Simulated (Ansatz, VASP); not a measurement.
**Two plane-wave programs on Si3Au**

File INCAR:

```
SYSTEM = Si3Au
PREC = Accurate
ENCUT = 600
EDIFF = 1E-6
ISMEAR = 0
SIGMA = 0.1
LREAL = .FALSE.
LASPH = .TRUE.
NELM = 80
ALGO = Normal
ISIF = 3
LWAVE = .FALSE.
LCHARG = .FALSE.
GGA = PE
IBRION = 2
NSW = 90
EDIFFG = -0.04
```

Contents of KPOINTS:

```
regular mesh
0
G
  6 6 4
  0 0 0
```

The input POSCAR:

```
Si3Au
1.0
    5.6889428951      0.0000000000      0.0000000000
   -2.8444714475      4.9267690678      0.0000000000
    0.0000000000      0.0000000000      4.5662544335
Si Au
6 2
Direct
    0.8330000000      0.6660000000      0.2500000000
    0.1670000000      0.8330000000      0.7500000000
    0.3340000000      0.1670000000      0.2500000000
    0.1670000000      0.3340000000      0.7500000000
    0.8330000000      0.1670000000      0.2500000000
    0.6660000000      0.8330000000      0.7500000000
    0.3333333333      0.6666666667      0.2500000000
    0.6666666667      0.3333333333      0.7500000000
```

Input for Ansatz:

```yaml
crystal:
  lattice:
    - [5.6889428951, 0.0, 0.0]
    - [-2.8444714475, 4.9267690678, 0.0]
    - [0.0, 0.0, 4.5662544335]
  atoms:
    - { symbol: Si, position: [0.833, 0.666, 0.25] }
    - { symbol: Si, position: [0.167, 0.833, 0.75] }
    - { symbol: Si, position: [0.334, 0.167, 0.25] }
    - { symbol: Si, position: [0.167, 0.334, 0.75] }
    - { symbol: Si, position: [0.833, 0.167, 0.25] }
    - { symbol: Si, position: [0.666, 0.833, 0.75] }
    - { symbol: Au, position: [0.3333333333, 0.6666666667, 0.25] }
    - { symbol: Au, position: [0.6666666667, 0.3333333333, 0.75] }
basis:
  ecutwfc: 420
kpoints:
  mp_grid: { grid: [6, 6, 4] }
hamiltonian:
  xc: pbe
scf:
  occupations: { method: gaussian, width: 0.1 }
  lower_state_search: "off"
output:
  forces: true
  stress: true
  eigenvalues: true
relax:
  adjacent_minimum: "off"
  f_tol: 0.04
  max_steps: 70
  cell: { stress_tol: 0.4 }
```

Alike in both runs: task relaxation of cell and atoms; functional PBE; k mesh 6 × 6 × 4; occupations gaussian, width 0.1 eV; no spin polarisation.

```csv
,VASP,Ansatz
version,VASP 6.6.1,Ansatz 0.2.0
potentials or method,"VASP PAW PBE potentials, release 64 (Si, Au), cutoff 600 eV","scalar-relativistic, plane waves, PAW"
valence electrons in the cell,46,62
```

VASP gave:

```
gap on the k mesh at the Fermi level, each at its own relaxed structure (eV) : none
relaxed volume (Å³/atom)                                                     : 16.36
relaxed length of the cell vector where the two differ most in proportion (Å)              : 5.753
```

Which values does Ansatz return?

gap on the k mesh at the Fermi level, each at its own relaxed structure (eV): none; relaxed volume (Å³/atom): 16.42; relaxed length of the cell vector where the two differ most in proportion (Å): 5.768.

A gap of «none» marks a metal or a gap that the smearing closes. VASP's potentials hold 46 valence electrons a cell and Ansatz's 62, so a difference there can come from the potentials and not from the codes.

Spin-orbit coupling is off throughout.
